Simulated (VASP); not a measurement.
# Cs (Pm-3m) in VASP: further runs

Cs is run at these levels: PBE; tasks: single point.

Program: VASP 6.6.1. These are calculated values, not measurements. Logs are shortened: lines on timing, memory, paths and dates and some standing lists are left out, and cuts for length are marked.

## 1. The cell of the first run

The structure is cubic, space group Pm-3m (No. 221). The conventional cell has a = 4.341 Å, b = 4.341 Å, c = 4.341 Å, α = 90.00°, β = 90.00°, γ = 90.00°. Cs (site symmetry m-3m) has 6 Cs at 4.34 Å within 5.7 Å.

This isn't the form of Cs at room conditions, which is bcc.

## 2. Single point, PBE (81.82 Å³/atom)

File INCAR:

```
PREC     = Accurate       # precision mode
ENCUT    = 520            # plane-wave cutoff, eV
EDIFF    = 1E-6           # SCF threshold, eV
ISMEAR   = -1             # smearing method
SIGMA    = 0.08           # smearing width, eV
LREAL    = False          # projectors in reciprocal space
LASPH    = True           # aspherical terms in the spheres
NELM     = 80             # most SCF steps
ALGO     = Normal         # electronic algorithm
ISIF     = 2              # what is computed and relaxed
LWAVE    = False          # write WAVECAR
LCHARG   = False          # write CHGCAR
GGA      = PE             # functional
NBANDS   = 10             # bands
```

File KPOINTS:

```
regular mesh
0
Gamma
  8 8 8
```

File POSCAR:

```
Cs
1.0
    4.3412542476      0.0000000000      0.0000000000
    0.0000000000      4.3412542476      0.0000000000
    0.0000000000      0.0000000000      4.3412542476
Cs
1
Direct
    0.0000000000      0.0000000000      0.0000000000
```

Potentials or basis: VASP PAW PBE potentials, release 64 (Cs_sv).

On the command line:

```bash
cat potpaw_PBE.64/Cs_sv/POTCAR > POTCAR
mpirun -np 1 vasp_std > vasp.out
```

OUTCAR:

```text
PREC = Accurate
   ENCUT = 520
   EDIFF = 1E-6
   ISMEAR = -1
   LREAL = False
   LASPH = True
   NELM = 80
   ISIF = 2
   GGA = PE

 ion  position               nearest neighbor table
   1  0.000  0.000  0.000-

  LATTYP: Found a simple cubic cell.
 ALAT       =     4.3412542476

  Lattice vectors:

 A1 = (   4.3412542476,   0.0000000000,   0.0000000000)
 A2 = (   0.0000000000,   4.3412542476,   0.0000000000)
 A3 = (   0.0000000000,   0.0000000000,   4.3412542476)

Analysis of symmetry for initial positions (statically):
=====================================================================
 Subroutine PRICEL returns:
 Original cell was already a primitive cell.

 Routine SETGRP: Setting up the symmetry group for a
 simple cubic supercell.

 Subroutine GETGRP returns: Found 48 space group operations
 (whereof 48 operations were pure point group operations)
 out of a pool of 48 trial point group operations.

The static configuration has the point symmetry O_h .

Analysis of symmetry for dynamics (positions and initial velocities):
=====================================================================
 Subroutine PRICEL returns:
 Original cell was already a primitive cell.

 Routine SETGRP: Setting up the symmetry group for a
 simple cubic supercell.

 Subroutine GETGRP returns: Found 48 space group operations
 (whereof 48 operations were pure point group operations)
 out of a pool of 48 trial point group operations.

The dynamic configuration has the point symmetry O_h .

 Subroutine INISYM returns: Found 48 space group operations
 (whereof 48 operations are pure point group operations),
 and found     1 'primitive' translations

----------------------------------------------------------------------------------------

                                     Primitive cell

  volume of cell :      81.8174

  direct lattice vectors                    reciprocal lattice vectors
     4.341254248  0.000000000  0.000000000     0.230348177  0.000000000  0.000000000
     0.000000000  4.341254248  0.000000000     0.000000000  0.230348177  0.000000000
     0.000000000  0.000000000  4.341254248     0.000000000  0.000000000  0.230348177

  length of vectors
     4.341254248  4.341254248  4.341254248     0.230348177  0.230348177  0.230348177

  position of ions in fractional coordinates (direct lattice)
     0.000000000  0.000000000  0.000000000

  ion indices of the primitive-cell ions
   primitive index   ion index
                 1           1

----------------------------------------------------------------------------------------

 KPOINTS: regular mesh

Automatic generation of k-mesh.
 Grid dimensions read from file:
 generate k-points for:    8    8    8

 Generating k-lattice:

  Cartesian coordinates                     Fractional coordinates (reciprocal lattice)
     0.028793522  0.000000000  0.000000000     0.125000000  0.000000000  0.000000000
     0.000000000  0.028793522  0.000000000     0.000000000  0.125000000  0.000000000
     0.000000000  0.000000000  0.028793522     0.000000000  0.000000000  0.125000000

  Length of vectors
     0.028793522  0.028793522  0.028793522

  Shift w.r.t. Gamma in fractional coordinates (k-lattice)
     0.000000000  0.000000000  0.000000000

 Subroutine IBZKPT returns following result:
 ===========================================

 Found     35 irreducible k-points:

 Following reciprocal coordinates:
            Coordinates               Weight
  0.000000  0.000000  0.000000      1.000000
  0.125000  0.000000  0.000000      6.000000
  0.250000  0.000000  0.000000      6.000000
  0.375000  0.000000  0.000000      6.000000
  0.500000  0.000000  0.000000      3.000000
  0.125000  0.125000  0.000000     12.000000
[... 16 lines left out ...]
  0.375000  0.375000  0.125000     24.000000
  0.500000  0.375000  0.125000     24.000000
 [... further k-points ...]
   k-points           NKPTS =     35   k-points in BZ     NKDIM =     35   number of bands    NBANDS=     10
   number of dos      NEDOS =    301   number of ions     NIONS =      1
   total plane-waves  NPLWV =  32768
   dimension x,y,z NGX =    32 NGY =   32 NGZ =   32
   dimension x,y,z NGXF=    64 NGYF=   64 NGZF=   64
   ions per type =               1
   NGX,Y,Z   is equivalent  to a cutoff of  12.25, 12.25, 12.25 a.u.
   NGXF,Y,Z  is equivalent  to a cutoff of  24.51, 24.51, 24.51 a.u.
 SYSTEM =  unknown system
   PREC   = accura    normal or accurate (medium, high low for compatibility)
   ISTART =      0    job   : 0-new  1-cont  2-samecut
   ICHARG =      2    charge: 1-file 2-atom 10-const
   ISPIN  =      1    spin polarized calculation?
   LNONCOLLINEAR =      F non collinear calculations
   LSORBIT =      F    spin-orbit coupling
   LASPH  =      T    aspherical Exc in radial PAW
   ENCUT  =  520.0 eV  38.22 Ry    6.18 a.u.   8.07  8.07  8.07*2*pi/ulx,y,z
   NELM   =     80;   NELMIN=  2; NELMDL= -5     # of ELM steps
   EDIFF  = 0.1E-05   stopping-criterion for ELM
   LREAL  =      F    real-space projection
   EDIFFG = 0.1E-04   stopping-criterion for IOM
   NSW    =      0    number of steps for IOM
   IBRION =     -1    ionic relax: 0-MD 1-quasi-New 2-CG
   NFREE  =      0    steps in history (QN), initial steepest desc. (CG)
   ISIF   =      2    stress and relaxation
   ISYM   =      2    0-nonsym 1-usesym 2-fastsym
   POTIM  = 0.5000    time-step for ionic-motion
   TEBEG  =    0.0;   TEEND  =   0.0 temperature during run
   PSTRESS=    0.0 pullay stress
   NELECT =       9.0000    total number of electrons
   NUPDOWN=      -1.0000    fix difference up-down
   EMIN   =  10.00;   EMAX   =-10.00  energy-range for DOS
   EFERMI =   0.00;   METHOD = LEGACY
   ISMEAR =    -1;   SIGMA  =   0.08  broadening in eV -4-tet -1-fermi 0-gaus
   EFERMI_NEDOS =   21; number of points for ismear=-14 and -15
   IALGO  =     38    algorithm
   IMIX   =      4    mixing-type and parameters
     AMIX     =   0.40;   BMIX     =  1.00
     AMIX_MAG =   1.60;   BMIX_MAG =  1.00
  volume/ion in A,a.u.               =      81.82       552.13
  Fermi-wavevector in a.u.,A,eV,Ry     =   0.784405  1.482311  8.371549  0.615291
  Thomas-Fermi vector in A             =   1.888531
   LORBIT       =      0    0 simple, 1 ext, 2 COOP (PROOUT), +10 PAW based schemes
   GGA     = PE    functional components
   LHFCALC =     F    Hartree Fock is set to
   AEXX    =    0.0000 exact exchange contribution
   IVDW    =     0    specifies the selected vdW correction
   LEPSILON=     F    determine dielectric tensor
   LRPA    =     F    only Hartree local field effects (RPA)
 non-spin polarized calculation
  energy-cutoff  :      520.00
  volume of cell :       81.82
 maximum number of plane-waves:      2272
   NGX = 17   NGY = 17   NGZ = 17

 number of electron       9.0000004 magnetization

 Free energy of the ion-electron system (eV)
  ---------------------------------------------------
  ext. energy  EPLUGINS =         0.00000000
  ---------------------------------------------------
  free energy    TOTEN  =        -0.63054739 eV

  energy without entropy =       -0.59019151  energy(sigma->0) =       -0.61036945

 E-fermi :   1.4358     XC(G=0):  -6.3431

 val. band max:        1.4353431231   @ k =   0.3750   0.3750   0.0000
 cond. band min:       1.4628077475   @ k =   0.3750   0.2500   0.1250
 fundamental gap:      0.0274646244
 Fermi energy:         1.4357782730

 k-point     1 :       0.0000    0.0000    0.0000
  band No.  band energies     occupation
      1     -22.5077      2.00000
      2      -9.0707      2.00000
      3      -9.0707      2.00000
      4      -9.0707      2.00000
      5      -0.4864      2.00000
      6       2.6406      0.00000
      7       2.6406      0.00000
      8       6.9088      0.00000
      9       6.9088      0.00000
     10       6.9088      0.00000

 k-point     2 :       0.1250    0.0000    0.0000
  band No.  band energies     occupation
      1     -22.5020      2.00000
      2      -9.1619      2.00000
      3      -9.0628      2.00000
      4      -9.0628      2.00000
      5      -0.2932      2.00000
      6       2.7115      0.00000
      7       2.7907      0.00000
      8       6.2751      0.00000
      9       6.2751      0.00000
     10       6.9444      0.00000

 k-point     3 :       0.2500    0.0000    0.0000
  band No.  band energies     occupation
      1     -22.4881      2.00000
      2      -9.3705      2.00000
      3      -9.0438      2.00000
      4      -9.0438      2.00000
      5       0.2117      2.00000
      6       2.9007      0.00000
      7       2.9933      0.00000
      8       5.4772      0.00000
      9       5.4772      0.00000
     10       6.6721      0.00000

 k-point     4 :       0.3750    0.0000    0.0000
  band No.  band energies     occupation
      1     -22.4742      2.00000
      2      -9.5651      2.00000
      3      -9.0245      2.00000
      4      -9.0245      2.00000
      5       0.8805      1.99807
      6       2.6896      0.00000
      7       3.1245      0.00000
      8       4.9439      0.00000
      9       4.9439      0.00000
     10       7.1520      0.00000

 k-point     5 :       0.5000    0.0000    0.0000
  band No.  band energies     occupation
      1     -22.4683      2.00000
      2      -9.6421      2.00000
      3      -9.0165      2.00000
      4      -9.0165      2.00000
      5       1.3732      1.37226
      6       2.2412      0.00008
      7       3.2318      0.00000
      8       4.7590      0.00000
      9       4.7590      0.00000
     10       7.1701      0.00000

 k-point     6 :       0.1250    0.1250    0.0000
  band No.  band energies     occupation
      1     -22.4963      2.00000
      2      -9.1596      2.00000
      3      -9.1466      2.00000
      4      -9.0551      2.00000
      5      -0.1034      2.00000
      6       2.8125      0.00000
      7       2.9165      0.00000
      8       5.5894      0.00000
      9       6.1566      0.00000
     10       6.5712      0.00000
[... 183 lines left out ...]
 k-point    21 :       0.3750    0.2500    0.1250
  band No.  band energies     occupation
      1     -22.4496      2.00000
      2      -9.5115      2.00000
      3      -9.2974      2.00000
      4      -9.0818      2.00000
      5       1.4628      0.83265
      6       2.7166      0.00000
      7       3.7139      0.00000
      8       4.2322      0.00000
      9       5.2271      0.00000
     10       5.5208      0.00000

 k-point    22 :       0.5000    0.2500    0.1250
  band No.  band energies     occupation
      1     -22.4440      2.00000
      2      -9.5857      2.00000
      3      -9.2869      2.00000
      4      -9.0733      2.00000
      5       1.7809      0.02642
      6       2.3980      0.00001
      7       3.7597      0.00000
      8       4.0420      0.00000
      9       5.5013      0.00000
     10       5.6515      0.00000

 k-point    23 :       0.3750    0.3750    0.1250
  band No.  band energies     occupation
      1     -22.4361      2.00000
      2      -9.4867      2.00000
      3      -9.4758      2.00000
      4      -9.0619      2.00000
      5       1.5219      0.50832
      6       2.8272      0.00000
      7       3.8458      0.00000
      8       4.1966      0.00000
      9       5.4518      0.00000
     10       5.6269      0.00000

 k-point    24 :       0.5000    0.3750    0.1250
  band No.  band energies     occupation
      1     -22.4305      2.00000
      2      -9.5542      2.00000
      3      -9.4687      2.00000
      4      -9.0536      2.00000
      5       1.4844      0.70506
      6       2.9837      0.00000
      7       3.7570      0.00000
      8       4.1182      0.00000
      9       5.6230      0.00000
     10       5.9014      0.00000

 [... further k-points ...]

------------------------ aborting loop because EDIFF is reached ----------------------------------------

  FORCE on cell =-STRESS in cart. coord.  units (eV):
  Direction    XX          YY          ZZ          XY          YZ          ZX
  --------------------------------------------------------------------------------------
  -------------------------------------------------------------------------------------
  Total        0.6210512      0.6210512      0.6210512     -0.0000000      0.0000000     -0.0000000
  in kB       12.1616446     12.1616446     12.1616446     -0.0000000      0.0000000     -0.0000000
  external PRESSURE =      12.1616446 kB  Pullay stress =       0.0000000 kB

 VOLUME and BASIS-vectors are now :
 -----------------------------------------------------------------------------
  energy-cutoff  :      520.00
  volume of cell :       81.82
      direct lattice vectors                 reciprocal lattice vectors
     4.341254248  0.000000000  0.000000000     0.230348177  0.000000000  0.000000000
     0.000000000  4.341254248  0.000000000     0.000000000  0.230348177  0.000000000
     0.000000000  0.000000000  4.341254248     0.000000000  0.000000000  0.230348177

 POSITION                                       TOTAL-FORCE (eV/Angst)
 -----------------------------------------------------------------------------------
      0.00000      0.00000      0.00000         0.000000      0.000000      0.000000
 -----------------------------------------------------------------------------------
    total drift:                                0.000000      0.000000      0.000000

  FREE ENERGIE OF THE ION-ELECTRON SYSTEM (eV)
  ---------------------------------------------------
  free  energy   TOTEN  =        -0.6305473924 eV

  energy  without entropy=       -0.5901915059  energy(sigma->0) =       -0.61036945
```

Run time: 14 s. Hardware: 1 thread of Intel Xeon Platinum 8259CL at 2.50GHz (Skylake/Cascade Lake), shared host; peak memory 0.18 GiB.

What came out:

| Item | Value |
| --- | --- |
| Free energy | -0.6305 eV |
| Pressure | 1.2 GPa |
| Band gap on the k mesh | zero (an odd number of electrons rules out a gap without spin polarisation) |

Caveat: spin-orbit coupling is left out, which moves the levels of the heavy elements.

## 3. Single point, PBE (94.40 Å³/atom)

This run uses another cell than the first one, of 94.40 Å³/atom.

File INCAR:

```
SYSTEM = Cs
PREC = Accurate
ENCUT = 520
EDIFF = 1E-6
ISMEAR = -1
SIGMA = 0.08
LREAL = .False.
LASPH = .True.
NELM = 100
ALGO = Normal
ISIF = 2
LWAVE = .False.
LCHARG = .False.
GGA = PE
NBANDS = 10
```

File KPOINTS:

```
regular mesh
0
Gamma
  8 8 8
  0 0 0
```

File POSCAR:

```
Cs
1.0
    4.5533516343      0.0000000000      0.0000000000
    0.0000000000      4.5533516343      0.0000000000
    0.0000000000      0.0000000000      4.5533516343
Cs
1
Direct
    0.0000000000      0.0000000000      0.0000000000
```

Potentials or basis: VASP PAW PBE potentials, release 64 (Cs_sv).

On the command line:

```bash
cat potpaw_PBE.64/Cs_sv/POTCAR > POTCAR
mpirun -np 1 vasp_std > vasp.out
```

Wall time 23 s (1 thread of Intel Xeon Platinum 8259CL at 2.50GHz (Skylake/Cascade Lake), shared host); peak memory 0.2 GiB.

It converged, with:

| Property | Result |
| --- | --- |
| Free energy | -0.7066 eV |
| Pressure | 0.7 GPa |
| Band gap on the k mesh | zero (an odd number of electrons rules out a gap without spin polarisation) |

Levels at points of the mesh, in eV from the Fermi level:
```tsv
k point	band 2	band 3	band 4	band 5	band 6	band 7
(0.00, 0.00, 0.00)	-10.63	-10.63	-10.63	-1.85	1.24	1.24
(0.50, 0.00, 0.00)	-11.01	-10.59	-10.59	-0.15	0.60	1.77
(0.50, 0.50, 0.00)	-10.95	-10.95	-10.56	0.00	1.39	2.62
(0.50, 0.50, 0.50)	-10.90	-10.90	-10.90	0.91	0.91	0.91
```

Caveat: spin-orbit coupling is left out, which moves the levels of the heavy elements.
